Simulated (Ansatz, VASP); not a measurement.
## Two plane-wave programs on AlP

The input POSCAR:

```
AlP
1.0
    0.0000000000      2.7345801114      2.7345801114
    2.7345801114      0.0000000000      2.7345801114
    2.7345801114      2.7345801114      0.0000000000
Al P
1 1
Direct
    0.0000000000      0.0000000000      0.0000000000
    0.2500000000      0.2500000000      0.2500000000
```

The input INCAR.step1:

```
PREC = Accurate
ENCUT = 550
ISMEAR = 0
SIGMA = 0.02
LREAL = False
LASPH = True
NELM = 120
NBANDS = 11
GGA = PE
ALGO = Normal
EDIFF = 1E-5
LWAVE = True
LCHARG = False
GGA_COMPAT = False
```

Contents of INCAR.step2:

```
PREC = Accurate
ENCUT = 550
EDIFF = 1E-6
ISMEAR = 0
SIGMA = 0.02
LREAL = False
LASPH = True
NELM = 120
ALGO = Normal
ISIF = 2
LWAVE = False
LCHARG = True
METAGGA = R2SCAN
LMIXTAU = True
LUSE_VDW = True
IVDW_NL = 2
BPARAM = 11.95
CPARAM = 0.0093
LELF = True
LVHAR = True
NBANDS = 11
ISTART = 1
GGA_COMPAT = False
```

File KPOINTS:

```
regular mesh
0
Gamma
  8 8 8
```

Input for Ansatz:

```yaml
crystal:
  lattice:
    - [0.0, 2.7345801114, 2.7345801114]
    - [2.7345801114, 0.0, 2.7345801114]
    - [2.7345801114, 2.7345801114, 0.0]
  atoms:
    - { symbol: Al, position: [0.0, 0.0, 0.0] }
    - { symbol: P, position: [0.25, 0.25, 0.25] }
basis:
  ecutwfc: 500
kpoints:
  mp_grid: { grid: [8, 8, 8] }
  band_path:
    path:
      - [[0.0, 0.0, 0.0], [-0.5, -0.5, 0.0], [-0.375, -0.375, 0.25]]
      - [[-0.375, 0.0, 0.375], [0.0, 0.0, 0.0], [0.0, 0.0, 0.5], [-0.5, -0.25, 0.25], [-0.5, -0.5, 0.0]]
    npoints: 10
hamiltonian:
  xc: r2scan
  dispersion: rvv10
  pseudopotentials: { kind: paw, azcp: { folder: soft_1 } }
scf:
  occupations: { method: gaussian, width: 0.02 }
  n_extra_bands: 7
output:
  forces: true
  stress: true
  eigenvalues: true
  write_density: true
  write_potential: true
  elf: true
  volumetric_format: npy
```

Alike in both runs: task single point; functional r2SCAN; dispersion rVV10; k mesh 8 × 8 × 8; occupations gaussian, width 0.02 eV; no spin polarisation.

```csv
,VASP,Ansatz
version,VASP 6.6.1,Ansatz 0.2.0
potentials or method,"VASP PAW PBE potentials, release 64 (Al, P), cutoff 550 eV","scalar-relativistic, plane waves, PAW"
valence electrons in the cell,8,8
```

```csv
,VASP,Ansatz,Ansatz less VASP
gap on the k mesh at the Fermi level (eV),1.87,1.87,-0.002
least direct gap on the mesh (eV),3.92,3.92,-0.006
pressure (GPa),-0.3,0.0,+0.27
```

VASP's potentials were made for PBE, not for r2SCAN.
